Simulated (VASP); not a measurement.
Wanted: the native input for a VASP 6.6.1 run.

* Task: single point
* Functional: LDA
* Potentials or basis: VASP PAW LDA potentials, release 64 (Bi_d)
* Cutoff: 520 eV
* k mesh: 12 × 12 × 12
* Occupations: gaussian, width 0.05 eV
* Spin: no spin polarisation
* Dipole correction: no
* k mesh for the DOS: 18 × 18 × 18
* Occupations for the DOS: tetrahedron
* Further INCAR settings: ALGO = Normal; EDIFF = 1e-07

Bi:

```
CELL_PARAMETERS angstrom
2.24566 1.29653 3.83254
-2.24566 1.29653 3.83254
0.00000 -2.59307 3.83254
ATOMIC_POSITIONS crystal
Bi 0.23728 0.23728 0.23728
Bi 0.76272 0.76272 0.76272
```

The input as run:

POSCAR

```
Bi
1.0
    2.2456620758      1.2965336040      3.8325417005
   -2.2456620758      1.2965336040      3.8325417005
    0.0000000000     -2.5930672079      3.8325417005
Bi
2
Direct
    0.2372818731      0.2372818731      0.2372818731
    0.7627181269      0.7627181269      0.7627181269
```

INCAR.step1

```
SYSTEM = Bi
PREC = Accurate ; ENCUT = 520
EDIFF = 1E-7 ; ISMEAR = 0
SIGMA = 0.05 ; LREAL = .FALSE.
LASPH = .TRUE. ; NELM = 100
ALGO = Normal ; ISIF = 2
LWAVE = .FALSE. ; LCHARG = .TRUE.
GGA = CA ; NBANDS = 22
```

KPOINTS.step1

```
regular mesh
0
G
  12 12 12
  0 0 0
```

INCAR.step2

```
SYSTEM = Bi
PREC = Accurate ; ENCUT = 520
EDIFF = 1E-7 ; ISMEAR = -5
SIGMA = 0.05 ; LREAL = .FALSE.
LASPH = .TRUE. ; NELM = 100
ALGO = Normal ; ISIF = 2
LWAVE = .FALSE. ; LCHARG = .FALSE.
GGA = CA ; LORBIT = 11
NEDOS = 2001 ; ICHARG = 11
```

KPOINTS.step2

```
regular mesh
0
G
  18 18 18
  0 0 0
```

Potentials or basis: VASP PAW LDA potentials, release 64 (Bi_d).

Command:

```sh
$ cat potpaw_LDA.64/Bi_d/POTCAR > POTCAR
$ cp INCAR.step1 INCAR
$ cp KPOINTS.step1 KPOINTS
$ mpirun -np 1 vasp_std > vasp.out
$ cp INCAR.step2 INCAR
$ cp KPOINTS.step2 KPOINTS
$ mpirun -np 1 vasp_std > vasp.out
```

It gave:

```
Valence electrons inside the program's atomic spheres : Bi 12.83
```

Wall time 11 min on 1 thread of Oxide Virtual Turin-like Processor, on a shared host, peak memory 0.61 GiB.
